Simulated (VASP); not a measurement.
# HfB2 (P6/mmm) in VASP: further runs

Runs on HfB2. Level: PBE. Tasks: single point.

Everything below comes from runs of VASP 6.6.1. Logs are shortened: lines on timing, memory, paths and dates and some standing lists are left out, and cuts for length are marked.

## 1. The cell of the first run

The structure is hexagonal, space group P6/mmm (No. 191). Conventional cell: a = 3.133 Å, b = 3.133 Å, c = 3.479 Å, α = 90.00°, β = 90.00°, γ = 120.00°. Within 3.3 Å of Hf (site symmetry 6/mmm) lie 12 B at 2.51 Å and 6 Hf at 3.13 Å. Within 2.4 Å of B (site symmetry -6m2) lie 3 B at 1.81 Å.

## 2. Single point, PBE

INCAR

```
SYSTEM = HfB2
PREC = Accurate
ENCUT = 500
EDIFF = 1E-6
ISMEAR = -1
SIGMA = 0.025851999786435532
LREAL = .False.
LASPH = .True.
NELM = 120
ALGO = Normal
ISIF = 2
LWAVE = .False.
LCHARG = .False.
GGA = PE
NBANDS = 15
GGA_COMPAT = .False.
```

KPOINTS

```
regular mesh
0
Gamma
  2 2 2
  0 0 0
```

POSCAR

```
HfB2
1.0
    3.1326790839      0.0000000000      0.0000000000
   -1.5663395419      2.7129796685      0.0000000000
    0.0000000000      0.0000000000      3.4792139900
Hf B
1 2
Direct
    0.0000000000      0.0000000000      0.0000000000
    0.3333333333      0.6666666667      0.5000000000
    0.6666666667      0.3333333333      0.5000000000
```

Potentials or basis: VASP PAW PBE potentials, release 64 (Hf_pv, B).

Started as:

```bash
$ cat potpaw_PBE.64/Hf_pv/POTCAR potpaw_PBE.64/B/POTCAR > POTCAR
$ mpirun -np 1 vasp_std > vasp.out
```

OUTCAR:

```text
SYSTEM = HfB2
   PREC = Accurate
   ENCUT = 500
   EDIFF = 1E-6
   ISMEAR = -1
   LREAL = .False.
   LASPH = .True.
   NELM = 120
   ISIF = 2
   GGA = PE

 ion  position               nearest neighbor table
   1  0.000  0.000  0.000-   2 2.51   3 2.51   2 2.51   3 2.51   2 2.51   2 2.51   3 2.51   3 2.51
                             3 2.51   3 2.51   2 2.51   2 2.51
   2  0.333  0.667  0.500-   3 1.81   3 1.81   3 1.81   1 2.51   1 2.51   1 2.51   1 2.51   1 2.51
                             1 2.51
   3  0.667  0.333  0.500-   2 1.81   2 1.81   2 1.81   1 2.51   1 2.51   1 2.51   1 2.51   1 2.51
                             1 2.51

  LATTYP: Found a hexagonal cell.
 ALAT       =     3.1326790839
 C/A-ratio  =     1.1106193443

  Lattice vectors:

 A1 = (   3.1326790839,   0.0000000000,   0.0000000000)
 A2 = (  -1.5663395419,   2.7129796685,   0.0000000000)
 A3 = (   0.0000000000,   0.0000000000,   3.4792139900)

Analysis of symmetry for initial positions (statically):
=====================================================================
 Subroutine PRICEL returns:
 Original cell was already a primitive cell.

 Routine SETGRP: Setting up the symmetry group for a
 hexagonal supercell.

 Subroutine GETGRP returns: Found 24 space group operations
 (whereof 24 operations were pure point group operations)
 out of a pool of 24 trial point group operations.

The static configuration has the point symmetry D_6h.

Analysis of symmetry for dynamics (positions and initial velocities):
=====================================================================
 Subroutine PRICEL returns:
 Original cell was already a primitive cell.

 Routine SETGRP: Setting up the symmetry group for a
 hexagonal supercell.

 Subroutine GETGRP returns: Found 24 space group operations
 (whereof 24 operations were pure point group operations)
 out of a pool of 24 trial point group operations.

The dynamic configuration has the point symmetry D_6h.

 Subroutine INISYM returns: Found 24 space group operations
 (whereof 24 operations are pure point group operations),
 and found     1 'primitive' translations

----------------------------------------------------------------------------------------

                                     Primitive cell

  volume of cell :      29.5695

  direct lattice vectors                    reciprocal lattice vectors
     3.132679084  0.000000000  0.000000000     0.319215589  0.184299206  0.000000000
    -1.566339542  2.712979669  0.000000000     0.000000000  0.368598413  0.000000000
[... 79 lines left out ...]
   EMIN   =  10.00;   EMAX   =-10.00  energy-range for DOS
   EFERMI =   0.00;   METHOD = LEGACY
   ISMEAR =    -1;   SIGMA  =   0.03  broadening in eV -4-tet -1-fermi 0-gaus
   EFERMI_NEDOS =   21; number of points for ismear=-14 and -15
   IALGO  =     38    algorithm
   IMIX   =      4    mixing-type and parameters
     AMIX     =   0.40;   BMIX     =  1.00
     AMIX_MAG =   1.60;   BMIX_MAG =  1.00
  volume/ion in A,a.u.               =       9.86        66.51
  Fermi-wavevector in a.u.,A,eV,Ry     =   1.334034  2.520959 24.213571  1.779647
  Thomas-Fermi vector in A             =   2.462847
   LORBIT       =      0    0 simple, 1 ext, 2 COOP (PROOUT), +10 PAW based schemes
   GGA     = PE    functional components
   LHFCALC =     F    Hartree Fock is set to
   AEXX    =    0.0000 exact exchange contribution
   IVDW    =     0    specifies the selected vdW correction
   LEPSILON=     F    determine dielectric tensor
   LRPA    =     F    only Hartree local field effects (RPA)
 non-spin polarized calculation
  energy-cutoff  :      500.00
  volume of cell :       29.57
 maximum number of plane-waves:       760
 NGX is ok and might be reduce to    24
   NGX = 11   NGY = 11   NGZ = 13

 number of electron      15.9999997 magnetization

 Free energy of the ion-electron system (eV)
  ---------------------------------------------------
  ext. energy  EPLUGINS =         0.00000000
  ---------------------------------------------------
  free energy    TOTEN  =       -25.85621824 eV

  energy without entropy =      -25.84725815  energy(sigma->0) =      -25.85173819

 E-fermi :   8.1110     XC(G=0): -12.6100

 val. band max:        6.8735294523   @ k =   0.0000   0.0000   0.5000
 cond. band min:       8.1109921275   @ k =   0.0000   0.0000   0.5000
 fundamental gap:      1.2374626752
 Fermi energy:         8.1109918624

 k-point     1 :       0.0000    0.0000    0.0000
  band No.  band energies     occupation
      1     -23.1038      2.00000
      2     -22.7401      2.00000
      3     -22.7401      2.00000
      4      -5.8822      2.00000
      5       4.5243      2.00000
      6       4.9462      2.00000
      7       4.9462      2.00000
      8       5.0134      2.00000
      9      11.6135      0.00000
     10      11.6135      0.00000
     11      12.3254      0.00000
     12      12.3254      0.00000
     13      12.8322      0.00000
     14      13.0421      0.00000
[... 41 lines left out ...]
      2     -23.1944      2.00000
      3     -22.8916      2.00000
      4      -2.4368      2.00000
      5       0.4771      2.00000
      6       2.8285      2.00000
      7       2.9785      2.00000
      8       5.0280      2.00000
      9      11.8038      0.00000
     10      11.9845      0.00000
     11      13.7081      0.00000
     12      14.8806      0.00000
     13      15.0802      0.00000
     14      15.7633      0.00000
     15      18.6655      0.00000

------------------------ aborting loop because EDIFF is reached ----------------------------------------

  FORCE on cell =-STRESS in cart. coord.  units (eV):
  Direction    XX          YY          ZZ          XY          YZ          ZX
  --------------------------------------------------------------------------------------
  -------------------------------------------------------------------------------------
  Total        1.3935090      1.3935090     -1.4472287      0.0000000     -0.0000000      0.0000000
  in kB       75.5051859     75.5051859    -78.4159047      0.0000000     -0.0000000      0.0000000
  external PRESSURE =      24.1981557 kB  Pullay stress =       0.0000000 kB

 VOLUME and BASIS-vectors are now :
 -----------------------------------------------------------------------------
  energy-cutoff  :      500.00
  volume of cell :       29.57
      direct lattice vectors                 reciprocal lattice vectors
     3.132679084  0.000000000  0.000000000     0.319215589  0.184299206  0.000000000
    -1.566339542  2.712979669  0.000000000     0.000000000  0.368598413  0.000000000
     0.000000000  0.000000000  3.479213990     0.000000000  0.000000000  0.287421240

 POSITION                                       TOTAL-FORCE (eV/Angst)
 -----------------------------------------------------------------------------------
      0.00000      0.00000      0.00000        -0.000000      0.000000      0.000000
     -0.00000      1.80865      1.73961        -0.000000      0.000000      0.000000
      1.56634      0.90433      1.73961         0.000000      0.000000     -0.000000
 -----------------------------------------------------------------------------------
    total drift:                               -0.000000      0.000000      0.000000

  FREE ENERGIE OF THE ION-ELECTRON SYSTEM (eV)
  ---------------------------------------------------
  free  energy   TOTEN  =       -25.8562182351 eV

  energy  without entropy=      -25.8472581538  energy(sigma->0) =      -25.85173819
```

OSZICAR:

```text
N       E                     dE             d eps       ncg     rms          rms(c)
DAV:   1     0.272958102774E+02    0.27296E+02   -0.79513E+03   120   0.986E+02
DAV:   2    -0.273180703819E+02   -0.54614E+02   -0.51475E+02   148   0.218E+02
DAV:   3    -0.287295071463E+02   -0.14114E+01   -0.14069E+01   155   0.259E+01
DAV:   4    -0.287359835557E+02   -0.64764E-02   -0.64761E-02   141   0.206E+00
DAV:   5    -0.287360234128E+02   -0.39857E-04   -0.39857E-04   162   0.133E-01    0.501E+01
DAV:   6    -0.260661117392E+02    0.26699E+01   -0.29248E+00   127   0.124E+01    0.390E+01
DAV:   7    -0.259348338380E+02    0.13128E+00   -0.13510E+00   127   0.827E+00    0.165E+01
DAV:   8    -0.258717833123E+02    0.63051E-01   -0.37624E-01   120   0.451E+00    0.486E+00
DAV:   9    -0.258563673140E+02    0.15416E-01   -0.40302E-02   134   0.147E+00    0.535E-01
DAV:  10    -0.258562544847E+02    0.11283E-03   -0.14992E-03   134   0.321E-01    0.102E-01
DAV:  11    -0.258562184762E+02    0.36009E-04   -0.17843E-04   148   0.861E-02    0.409E-02
DAV:  12    -0.258562182479E+02    0.22828E-06   -0.13583E-05   120   0.256E-02    0.958E-02
DAV:  13    -0.258562182351E+02    0.12757E-07   -0.12833E-06   126   0.943E-03
   1 F= -.25856218E+02 E0= -.25851738E+02  d E =-.896008E-02
```

stdout:

```text
POSCAR found type information on POSCAR HfB
 POSCAR found :  2 types and       3 ions
 scaLAPACK will be used
 LDA part: xc-table for (Slater+PW92), standard interpolation
 POSCAR, INCAR and KPOINTS ok, starting setup
 FFT: planning ... GRIDC
 FFT: planning ... GRID_SOFT
 FFT: planning ... GRID
 WAVECAR not read
 entering main loop
```

Run time: 6 s. Hardware: 1 thread of Intel Xeon 8259CL, shared host; peak memory 0.14 GiB.

Results:

```
Free energy            : -25.8562 eV
Pressure               : 2.4 GPa
Band gap on the k mesh : zero (filled and empty bands touch)
```

Levels at points of the mesh, in eV from the Fermi level:
| k point | band 5 | band 6 | band 7 | band 8 | band 9 | band 10 | band 11 | band 12 |
| --- | --- | --- | --- | --- | --- | --- | --- | --- |
| (0.00, 0.00, 0.00) | -3.59 | -3.16 | -3.16 | -3.10 | 3.50 | 3.50 | 4.21 | 4.21 |
| (0.50, 0.00, 0.00) | -9.23 | -4.55 | -3.51 | -3.37 | 1.83 | 2.21 | 5.12 | 5.20 |
| (0.00, 0.00, 0.50) | -8.88 | -1.24 | -1.24 | 0.00 | 0.00 | 0.33 | 0.33 | 1.72 |
| (0.50, 0.00, 0.50) | -7.63 | -5.28 | -5.13 | -3.08 | 3.69 | 3.87 | 5.60 | 6.77 |

Caveat: the k points lie up to 1.16 Å⁻¹ apart; spin-orbit coupling is left out, which moves the levels of the heavy elements.

## 3. Single point, PBE

INCAR

```
PREC = Accurate
ENCUT = 500
EDIFF = 1E-6
ISMEAR = -4
SIGMA = 0.1
LREAL = F
LASPH = T
NELM = 120
ALGO = Normal
ISIF = 2
LWAVE = F
LCHARG = F
GGA = PE
NBANDS = 15
GGA_COMPAT = F
```

KPOINTS

```
Automatic mesh
0
Gamma
  3 3 2
```

POSCAR is that of step 2.

Potentials or basis: VASP PAW PBE potentials, release 64 (Hf_pv, B).

Started as:

```bash
$ cat potpaw_PBE.64/Hf_pv/POTCAR potpaw_PBE.64/B/POTCAR > POTCAR
$ mpirun -np 1 vasp_std > vasp.out
```

It took 7.7 s on 1 thread of Intel Xeon 8259CL, shared host; peak memory 0.14 GiB.

The run converged. Its results:

```
Free energy            : -26.4379 eV
Pressure               : 1.5 GPa
Band gap on the k mesh : zero (filled and empty bands touch)
```

Stress tensor (GPa, compression positive):
```
 3.87  0.00  0.00
 0.00  3.87  0.00
 0.00  0.00 -3.28
```

Levels at points of the mesh, in eV from the Fermi level:
```
           k point  band 6  band 7  band 8  band 9  band 10  band 11
(0.00, 0.00, 0.00)   -3.21   -3.21   -3.13    3.60     3.60     4.23
(0.00, 0.00, 0.50)   -1.39   -1.39    0.00    0.00     0.46     0.46
```

Caveat: the k points lie up to 0.90 Å⁻¹ apart; spin-orbit coupling is left out, which moves the levels of the heavy elements.
